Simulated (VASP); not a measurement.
# HfN (I4/mmm) in VASP: notebook

HfN is run at these levels: PBE; tasks: single point.

All numbers are computed with VASP 6.6.1; they aren't measurements. Logs are shortened: lines on timing, memory, paths and dates and some standing lists are left out, and cuts for length are marked.

### Step 1. The cell of the first run

It takes space group I4/mmm (No. 139, tetragonal). The conventional cell has a = 3.322 Å, b = 3.322 Å, c = 4.337 Å, α = 90.00°, β = 90.00°, γ = 90.00°. Hf (site symmetry 4/mmm) has 6 N at 2.17 to 2.35 Å within 2.9 Å. Within 2.9 Å of N (site symmetry 4/mmm) lie 6 Hf at 2.17 to 2.35 Å.

### Step 2. Single point, PBE (strain +0.040 along x and y, -0.040 along z)

The input, INCAR:

```
PREC     = Accurate       # precision mode
ENCUT    = 520            # plane-wave cutoff, eV
EDIFF    = 1E-6           # SCF threshold, eV
ISMEAR   = 0              # smearing method
SIGMA    = 0.15           # smearing width, eV
LREAL    = False          # projectors in reciprocal space
LASPH    = True           # aspherical terms in the spheres
NELM     = 60             # most SCF steps
ALGO     = Normal         # electronic algorithm
ISIF     = 2              # what is computed and relaxed
LWAVE    = False          # write WAVECAR
LCHARG   = False          # write CHGCAR
GGA      = PE             # functional
NBANDS   = 14             # bands
```

The input, KPOINTS:

```
regular mesh
0
Gamma
  18 18 18
```

The input, POSCAR:

```
HfN
1.0
    0.0000000000      2.3493600000      2.1686400000
    2.3493600000      0.0000000000      2.1686400000
    2.3493600000      2.3493600000      0.0000000000
Hf N
1 1
Direct
    0.0000000000      0.0000000000      0.0000000000
    0.5000000000      0.5000000000      0.5000000000
```

Potentials or basis: VASP PAW PBE potentials, release 64 (Hf_pv, N).

Run with:

```console
cat potpaw_PBE.64/Hf_pv/POTCAR potpaw_PBE.64/N/POTCAR > POTCAR
mpirun -np 1 vasp_std > vasp.out
```

OUTCAR:

```text
PREC = Accurate
   ENCUT = 520
   EDIFF = 1E-6
   ISMEAR = 0
   LREAL = False
   LASPH = True
   NELM = 60
   ISIF = 2
   GGA = PE

 ion  position               nearest neighbor table
   1  0.000  0.000  0.000-   2 2.17   2 2.17   2 2.35   2 2.35   2 2.35   2 2.35
   2  0.500  0.500  0.500-   1 2.17   1 2.17   1 2.35   1 2.35   1 2.35   1 2.35

  LATTYP: Found a body centered tetragonal cell.
 ALAT       =     3.3224967749
 C/A-ratio  =     1.3054279037

  Lattice vectors:

 A1 = (   0.0000000000,  -2.3493600000,  -2.1686400000)
 A2 = (   0.0000000000,   2.3493600000,  -2.1686400000)
 A3 = (   2.3493600000,   0.0000000000,   2.1686400000)

Analysis of symmetry for initial positions (statically):
=====================================================================
 Subroutine PRICEL returns:
 Original cell was already a primitive cell.

 Routine SETGRP: Setting up the symmetry group for a
 body centered tetragonal supercell.

 Subroutine GETGRP returns: Found 16 space group operations
 (whereof 16 operations were pure point group operations)
 out of a pool of 16 trial point group operations.

The static configuration has the point symmetry D_4h.

Analysis of symmetry for dynamics (positions and initial velocities):
=====================================================================
 Subroutine PRICEL returns:
 Original cell was already a primitive cell.

 Routine SETGRP: Setting up the symmetry group for a
 body centered tetragonal supercell.

 Subroutine GETGRP returns: Found 16 space group operations
 (whereof 16 operations were pure point group operations)
 out of a pool of 16 trial point group operations.

The dynamic configuration has the point symmetry D_4h.

 Subroutine INISYM returns: Found 16 space group operations
 (whereof 16 operations are pure point group operations),
 and found     1 'primitive' translations

----------------------------------------------------------------------------------------

                                     Primitive cell

  volume of cell :      23.9396

  direct lattice vectors                    reciprocal lattice vectors
     0.000000000  2.349360000  2.168640000    -0.212823918  0.212823918  0.230559245
     2.349360000  0.000000000  2.168640000     0.212823918 -0.212823918  0.230559245
     2.349360000  2.349360000  0.000000000     0.212823918  0.212823918 -0.230559245

  length of vectors
     3.197263183  3.197263183  3.322496775     0.379137977  0.379137977  0.379137977

[... 90 lines left out ...]
   PSTRESS=    0.0 pullay stress
   NELECT =      15.0000    total number of electrons
   NUPDOWN=      -1.0000    fix difference up-down
   EMIN   =  10.00;   EMAX   =-10.00  energy-range for DOS
   EFERMI =   0.00;   METHOD = LEGACY
   ISMEAR =     0;   SIGMA  =   0.15  broadening in eV -4-tet -1-fermi 0-gaus
   EFERMI_NEDOS =   21; number of points for ismear=-14 and -15
   IALGO  =     38    algorithm
   IMIX   =      4    mixing-type and parameters
     AMIX     =   0.40;   BMIX     =  1.00
     AMIX_MAG =   1.60;   BMIX_MAG =  1.00
  volume/ion in A,a.u.               =      11.97        80.78
  Fermi-wavevector in a.u.,A,eV,Ry     =   1.400876  2.647272 26.700805  1.962454
  Thomas-Fermi vector in A             =   2.523793
   LORBIT       =      0    0 simple, 1 ext, 2 COOP (PROOUT), +10 PAW based schemes
   GGA     = PE    functional components
   LHFCALC =     F    Hartree Fock is set to
   AEXX    =    0.0000 exact exchange contribution
   IVDW    =     0    specifies the selected vdW correction
   LEPSILON=     F    determine dielectric tensor
   LRPA    =     F    only Hartree local field effects (RPA)
 non-spin polarized calculation
 Gauss-broadening in eV      SIGMA  =   0.15
  energy-cutoff  :      520.00
  volume of cell :       23.94
 maximum number of plane-waves:       658
   NGX = 11   NGY = 11   NGZ = 13

 number of electron      15.0000000 magnetization

 Free energy of the ion-electron system (eV)
  ---------------------------------------------------
  ext. energy  EPLUGINS =         0.00000000
  ---------------------------------------------------
  free energy    TOTEN  =       -21.60141199 eV

  energy without entropy =      -21.59449843  energy(sigma->0) =      -21.59795521

 E-fermi :   8.0750     XC(G=0): -12.5235

 val. band max:        8.0740582151   @ k =   0.2222   0.0556   0.0000
 cond. band min:       8.0916117171   @ k =  -0.2778   0.3333   0.2222
 fundamental gap:      0.0175535019
 Fermi energy:         8.0750103495

 k-point     1 :       0.0000    0.0000    0.0000
  band No.  band energies     occupation
      1     -23.2465      2.00000
      2     -23.2465      2.00000
      3     -23.1722      2.00000
      4      -9.2574      2.00000
      5       4.9499      2.00000
      6       4.9499      2.00000
      7       5.3441      2.00000
      8       7.4931      2.00000
      9       7.4931      2.00000
     10       8.3224      0.01967
     11       8.4947      0.00008
     12       9.3633      0.00000
     13      11.6566      0.00000
     14      17.5963      0.00000
[... 377 lines left out ...]
      1     -23.6215      2.00000
      2     -23.2965      2.00000
      3     -23.2393      2.00000
      4      -8.2257      2.00000
      5       1.8061      2.00000
      6       3.0486      2.00000
      7       3.6877      2.00000
      8       8.3371      0.01348
      9       8.8516      0.00000
     10       9.9111      0.00000
     11      11.9170      0.00000
     12      12.7156      0.00000
     13      13.6153      0.00000
     14      20.1382      0.00000

 [... further k-points ...]

------------------------ aborting loop because EDIFF is reached ----------------------------------------

  FORCE on cell =-STRESS in cart. coord.  units (eV):
  Direction    XX          YY          ZZ          XY          YZ          ZX
  --------------------------------------------------------------------------------------
  -------------------------------------------------------------------------------------
  Total       -2.3712602     -2.3712602      3.4580904      0.0000000      0.0000000     -0.0000000
  in kB     -158.6986387   -158.6986387    231.4356882      0.0000000      0.0000000     -0.0000000
  external PRESSURE =     -28.6538631 kB  Pullay stress =       0.0000000 kB

 VOLUME and BASIS-vectors are now :
 -----------------------------------------------------------------------------
  energy-cutoff  :      520.00
  volume of cell :       23.94
      direct lattice vectors                 reciprocal lattice vectors
     0.000000000  2.349360000  2.168640000    -0.212823918  0.212823918  0.230559245
     2.349360000  0.000000000  2.168640000     0.212823918 -0.212823918  0.230559245
     2.349360000  2.349360000  0.000000000     0.212823918  0.212823918 -0.230559245

 POSITION                                       TOTAL-FORCE (eV/Angst)
 -----------------------------------------------------------------------------------
      0.00000      0.00000      0.00000        -0.000000      0.000000      0.000000
      2.34936      2.34936      2.16864         0.000000     -0.000000      0.000000
 -----------------------------------------------------------------------------------
    total drift:                                0.000000     -0.000000     -0.000000

  FREE ENERGIE OF THE ION-ELECTRON SYSTEM (eV)
  ---------------------------------------------------
  free  energy   TOTEN  =       -21.6014119913 eV

  energy  without entropy=      -21.5944984291  energy(sigma->0) =      -21.59795521
```

stdout:

```text
POSCAR found type information on POSCAR HfN
 POSCAR found :  2 types and       2 ions
 scaLAPACK will be used
 LDA part: xc-table for (Slater+PW92), standard interpolation
 POSCAR, INCAR and KPOINTS ok, starting setup
 FFT: planning ... GRIDC
 FFT: planning ... GRID_SOFT
 FFT: planning ... GRID
 WAVECAR not read
 entering main loop
```

Run time: 57 s. Hardware: 1 thread of Intel Xeon Platinum 8488C (Sapphire Rapids), shared host; peak memory 0.28 GiB.

Results:

```yaml
Free_energy: -21.6014 eV
Pressure: -2.9 GPa
Band_gap_on_the_k_mesh: zero (an odd number of electrons rules out a gap without spin polarisation)
```

Levels at points of the mesh, in eV from the Fermi level:
| k point | band 5 | band 6 | band 7 | band 8 | band 9 | band 10 | band 11 | band 12 |
| --- | --- | --- | --- | --- | --- | --- | --- | --- |
| (0.00, 0.00, 0.00) | -3.13 | -3.13 | -2.73 | -0.58 | -0.58 | 0.25 | 0.42 | 1.29 |
| (0.50, 0.00, 0.00) | -8.69 | -6.09 | -6.07 | 2.92 | 3.54 | 3.88 | 4.14 | 7.48 |
| (0.50, 0.50, 0.00) | -4.84 | -3.93 | -3.93 | -3.81 | 3.94 | 5.11 | 5.19 | 5.19 |
| (0.50, 0.00, 0.50) | -5.67 | -3.73 | -3.55 | -3.35 | 3.28 | 4.70 | 5.63 | 5.76 |

Caveat: the cell differs from its parent crystal (strain +0.040 along x and y, -0.040 along z); the stress differs along the axes, from -16 to 23 GPa; spin-orbit coupling is left out, which moves the levels of the heavy elements; an odd number of electrons without spin polarisation forces a metal; a magnetic or distorted state may lie lower.

### Step 3. Single point, PBE (strain +0.080 along x and y, -0.080 along z)

The input, INCAR:

```
SYSTEM = HfN
ALGO = Normal
EDIFF = 1E-6
ENCUT = 520
GGA = PE
ISIF = 2
ISMEAR = 0
LASPH = .TRUE.
LCHARG = .FALSE.
LREAL = .FALSE.
LWAVE = .FALSE.
NBANDS = 14
NELM = 60
PREC = Accurate
SIGMA = 0.15
```

The input, KPOINTS:

```
k-points
0
G
  18 18 18
  0 0 0
```

The input, POSCAR:

```
HfN
1.0
    0.0000000000      2.4397200000      2.0782800000
    2.4397200000      0.0000000000      2.0782800000
    2.4397200000      2.4397200000      0.0000000000
Hf N
1 1
Direct
    0.0000000000      0.0000000000      0.0000000000
    0.5000000000      0.5000000000      0.5000000000
```

Potentials or basis: VASP PAW PBE potentials, release 64 (Hf_pv, N).

Run with:

```console
cat potpaw_PBE.64/Hf_pv/POTCAR potpaw_PBE.64/N/POTCAR > POTCAR
mpirun -np 1 vasp_std > vasp.out
```

It took 60 s on 1 thread of Intel Xeon Platinum 8488C (Sapphire Rapids), shared host; peak memory 0.29 GiB.

It converged, with:

| Item | Value |
| --- | --- |
| Free energy | -21.1204 eV |
| Pressure | 1.7 GPa |
| Band gap on the k mesh | zero (an odd number of electrons rules out a gap without spin polarisation) |

Stress tensor (GPa, compression positive):
```
-24.08   0.00   0.00
  0.00 -24.08   0.00
  0.00   0.00  53.30
```

Levels at points of the mesh, in eV from the Fermi level:
```csv
k point,band 5,band 6,band 7,band 8,band 9,band 10,band 11,band 12
"(0.00, 0.00, 0.00)",-3.20,-3.20,-2.35,-0.83,-0.68,-0.68,0.70,0.87
"(0.50, 0.00, 0.00)",-8.52,-6.13,-6.09,2.47,3.82,3.91,4.30,6.36
"(0.50, 0.50, 0.00)",-4.15,-4.13,-4.13,-3.81,3.93,4.84,4.86,4.86
"(0.50, 0.00, 0.50)",-5.84,-3.69,-3.22,-2.90,2.19,4.04,5.52,5.93
```

Caveat: the cell differs from its parent crystal (strain +0.080 along x and y, -0.080 along z); the stress differs along the axes, from -24 to 53 GPa; spin-orbit coupling is left out, which moves the levels of the heavy elements; an odd number of electrons without spin polarisation forces a metal; a magnetic or distorted state may lie lower.

(Continued in part 2 of 2.)
